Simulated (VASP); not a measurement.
Runs of VASP 6.6.1 on In. The structure is that of space group Fd-3m (No. 227), or close to it. The cells are those of the table. This isn't the form of In at room conditions, which is tetragonal.

```tsv
task	cell	k mesh	cutoff (eV)	gap on the mesh (eV)	pressure (GPa)
single point	a = 4.811 Å, angles 60.0°, 2 atoms	9 × 9 × 9	520	none	1.2
single point	a = 4.946 Å, angles 60.0°, 2 atoms	8 × 8 × 8	520	none	0.0
single point	a = 4.946 Å, angles 60.0°, 2 atoms	9 × 9 × 9	520	none	(a)
single point	a = 4.740 Å, angles 60.0°, 2 atoms	9 × 9 × 9	520	none	2.3
relaxation of cell and atoms	relaxed from a = 4.639 Å, angles 60.0°, 2 atoms	8 × 8 × 8	600	none	0.0
```

Alike in all rows: level BLYP; potentials or basis VASP PAW PBE potentials, release 64 (In_d); no spin polarisation; smearing fermi-dirac 0.1 eV.

**Question.** Estimate the missing entries.

**Answer.** (a) -0.1.

Caveats: the PAW data sets were made with another functional, which shifts forces and pressure a little; spin-orbit coupling is left out, which moves the levels of the heavy elements.

A k mesh can miss the band edges, and the runs leave out spin-orbit coupling on In.

A gap of «none» marks levels without a gap at the run's occupations.
